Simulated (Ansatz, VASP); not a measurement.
**TePb in VASP and in Ansatz**

INCAR

```
SYSTEM = TePb
ALGO = Normal
EDIFF = 1E-7
ENCUT = 520
GGA = PE
ISIF = 2
ISMEAR = 0
LASPH = .True.
LCHARG = .False.
LREAL = .False.
LWAVE = .False.
NBANDS = 17
NELM = 100
PREC = Accurate
SIGMA = 0.05
```

File KPOINTS:

```
k-points
0
Gamma
  8 8 8
  0 0 0
```

The input POSCAR:

```
TePb
1.0
    0.0000000000      3.2270000000      3.2270000000
    3.2270000000      0.0000000000      3.2270000000
    3.2270000000      3.2270000000      0.0000000000
Te Pb
1 1
Direct
    0.5000000000      0.5000000000      0.5000000000
    0.0116207003     -0.0116207003      0.0116207003
```

Input for Ansatz:

```yaml
crystal:
  lattice:
    - [0.0, 3.227, 3.227]
    - [3.227, 0.0, 3.227]
    - [3.227, 3.227, 0.0]
  atoms:
    - { symbol: Te, position: [0.5, 0.5, 0.5] }
    - { symbol: Pb, position: [0.0116207003, -0.0116207003, 0.0116207003] }
basis:
  ecutwfc: 420
kpoints:
  mp_grid: { grid: [8, 8, 8] }
hamiltonian:
  xc: pbe
scf:
  occupations: { method: gaussian, width: 0.05 }
output:
  forces: true
  stress: true
  eigenvalues: true
```

Change from the starting cell: all Pb atoms moved +0.075 Å, as atom 2 along Cartesian [0 1 0].

Alike in both runs: task single point; functional PBE; k mesh 8 × 8 × 8; occupations gaussian, width 0.05 eV; no spin polarisation.

|  | VASP | Ansatz |
| --- | --- | --- |
| version | VASP 6.6.1 | Ansatz 0.2.0 |
| potentials or method | VASP PAW PBE potentials, release 64 (Te, Pb_d), cutoff 520 eV | scalar-relativistic, plane waves, PAW |
| valence electrons in the cell | 20 | 30 |

|  | VASP | Ansatz | Ansatz less VASP |
| --- | --- | --- | --- |
| gap on the k mesh at the Fermi level (eV) | 0.76 | 0.75 | -0.005 |
| least direct gap on the mesh (eV) | 0.76 | 0.75 | -0.005 |
| pressure (GPa) | 2.3 | 2.4 | +0.04 |
| traceless stress, the component that is largest in VASP (GPa) | 0.15 | 0.15 | -0.001 |
| rms of the force components (eV/Å) | 0.032 | 0.032 | -0.0006 |

Atom by atom the forces differ by 0.001 eV/Å (rms over components). VASP's potentials hold 20 valence electrons a cell and Ansatz's 30, so a difference there can come from the potentials and not from the codes.

Neither program's run includes spin-orbit coupling.
